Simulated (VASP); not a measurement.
Here is a VASP 6.6.1 calculation.

File INCAR:

```
SYSTEM = ZnO
PREC     = Accurate       ! precision mode
ENCUT    = 520            ! plane-wave cutoff, eV
EDIFF    = 1E-7           ! SCF threshold, eV
ISMEAR   = -1             ! smearing method
SIGMA    = 0.02           ! smearing width, eV
LREAL    = .False.        ! projectors in reciprocal space
LASPH    = .True.         ! aspherical terms in the spheres
NELM     = 60             ! most SCF steps
ALGO     = Normal         ! electronic algorithm
ISIF     = 2              ! what is computed and relaxed
LWAVE    = .False.        ! write WAVECAR
LCHARG   = .False.        ! write CHGCAR
GGA      = PE             ! functional
NBANDS   = 26             ! bands
```

KPOINTS

```
regular mesh
0
Gamma
  12 12 6
  0 0 0
```

POSCAR

```
ZnO
1.0
    3.3647545044      0.0000000000      0.0000000000
   -1.6823772522      2.9139628783      0.0000000000
    0.0000000000      0.0000000000      4.9764103583
Zn O
2 2
Direct
    0.3333333333      0.6666666667     -0.0137324436
    0.6666666667      0.3333333333      0.4862675564
    0.3333333333      0.6666666667      0.3887324436
    0.6666666667      0.3333333333      0.8887324436
```

Potentials or basis: VASP PAW PBE potentials, release 64 (Zn, O).

Launch:

```sh
$ cat potpaw_PBE.64/Zn/POTCAR potpaw_PBE.64/O/POTCAR > POTCAR
$ mpirun -np 1 vasp_std > vasp.out
```

Problem. Estimate the band gap on the k mesh.

Solution. 0.82 eV, direct.

Problem. Estimate the pressure.

Solution. 1.6 GPa.

Problem. What does it give for the largest force?

Solution. 0.043 eV/Å.

Stress tensor (GPa, compression positive):
```
-1.02  0.00  0.00
 0.00 -1.02  0.00
 0.00  0.00  6.75
```

Caveat: the cell differs from its parent crystal (epitaxial xy strain +4.0%).
